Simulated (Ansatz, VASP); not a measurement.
## Two plane-wave programs on Ca

File INCAR:

```
SYSTEM = Ca
PREC = Accurate ; ENCUT = 520
EDIFF = 1E-6 ; ISMEAR = 0
SIGMA = 0.1 ; LREAL = .FALSE.
LASPH = .TRUE. ; NELM = 100
ALGO = Normal ; ISIF = 2
LWAVE = .FALSE. ; LCHARG = .TRUE.
GGA = PE ; LELF = .TRUE.
LVHAR = .TRUE. ; NBANDS = 28
```

Contents of KPOINTS:

```
Automatic mesh
0
G
  6 6 1
  0 0 0
```

Contents of POSCAR:

```
Ca
1.0
    3.9575547823      0.0000000000      0.0000000000
   -1.9787773911      3.4273429783      0.0000000000
    0.0000000000      0.0000000000     12.8694210400
Ca
4
Direct
    0.0000000000      0.0000000000      0.0000000000
    0.3333333300      0.6666666700      0.2500000000
    0.0000000000      0.0000000000      0.5000000000
    0.6666666700      0.3333333300      0.7500000000
```

Input for Ansatz:

```yaml
crystal:
  lattice:
    - [3.9575547823, 0.0, 0.0]
    - [-1.9787773911, 3.4273429783, 0.0]
    - [0.0, 0.0, 12.86942104]
  atoms:
    - { symbol: Ca, position: [0.0, 0.0, 0.0] }
    - { symbol: Ca, position: [0.33333333, 0.66666667, 0.25] }
    - { symbol: Ca, position: [0.0, 0.0, 0.5] }
    - { symbol: Ca, position: [0.66666667, 0.33333333, 0.75] }
basis:
  ecutwfc: 420
kpoints:
  mp_grid: { grid: [6, 6, 1] }
hamiltonian:
  xc: pbe
scf:
  occupations: { method: gaussian, width: 0.1 }
output:
  forces: true
  stress: true
  eigenvalues: true
```

Alike in both runs: task single point; functional PBE; k mesh 6 × 6 × 1; occupations gaussian, width 0.1 eV; no spin polarisation.

```csv
,VASP,Ansatz
version,VASP 6.6.1,Ansatz 0.2.0
potentials or method,"VASP PAW PBE potentials, release 64 (Ca_sv), cutoff 520 eV","scalar-relativistic, plane waves, PAW"
valence electrons in the cell,40,40
```

|  | VASP | Ansatz | Ansatz less VASP |
| --- | --- | --- | --- |
| gap on the k mesh at the Fermi level (eV) | none | none | - |
| pressure (GPa) | -0.3 | -0.3 | -0.01 |
| traceless stress, the component that is largest in VASP (GPa) | 0.42 | 0.42 | -0.003 |

A gap of «none» marks a metal or a gap that the smearing closes.

The k mesh is coarse, so the values compare programs but aren't converged.
